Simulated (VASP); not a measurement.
Write the native input for VASP 6.6.1 that does the following.

* Task: single point
* Functional: LDA
* Potentials or basis: VASP PAW LDA potentials, release 64 (Al, Sc_sv)
* Cutoff: 520 eV
* k mesh: 4 × 4 × 4
* Occupations: gaussian, width 0.1 eV
* Spin: no spin polarisation
* Dipole correction: no
* Further INCAR settings: ALGO = Fast; EDIFF = 1e-06; NBANDS = 18

The structure of ScAl3 lies in POSCAR:

```
ScAl3
1.0
    4.0325600306      0.0000000000      0.0000000000
    0.0000000000      4.0325600306      0.0000000000
    0.0000000000      0.0000000000      4.0325600306
Al Sc
3 1
Direct
    0.0000000000      0.5000000000      0.5000000000
    0.5000000000      0.0000000000      0.5000000000
    0.5000000000      0.5000000000      0.0000000000
    0.0000000000      0.0000000000      0.0000000000
```

The input as run:

INCAR

```
PREC = Accurate
ENCUT = 520
EDIFF = 1E-6
ISMEAR = 0
SIGMA = 0.1
LREAL = False
LASPH = True
NELM = 100
ALGO = Fast
ISIF = 2
LWAVE = False
LCHARG = False
GGA = CA
NBANDS = 18
```

KPOINTS

```
regular mesh
0
Gamma
  4 4 4
```

Potentials or basis: VASP PAW LDA potentials, release 64 (Al, Sc_sv).

Run with:

```bash
$ cat potpaw_LDA.64/Al/POTCAR potpaw_LDA.64/Sc_sv/POTCAR > POTCAR
$ mpirun -np 1 vasp_std > vasp.out
```

Results of the run:

```
Pressure               : 0.1 GPa
Band gap on the k mesh : zero (bands 10 and 11 overlap by 3.95 eV)
```

Caveat: the k points lie up to 0.39 Å⁻¹ apart, too coarse for converged energies and pressures of a metal.

Run time: 9.8 s on 1 thread of AMD EPYC 7R13 Processor (Zen 3) (shared host), peak memory 0.11 GiB.
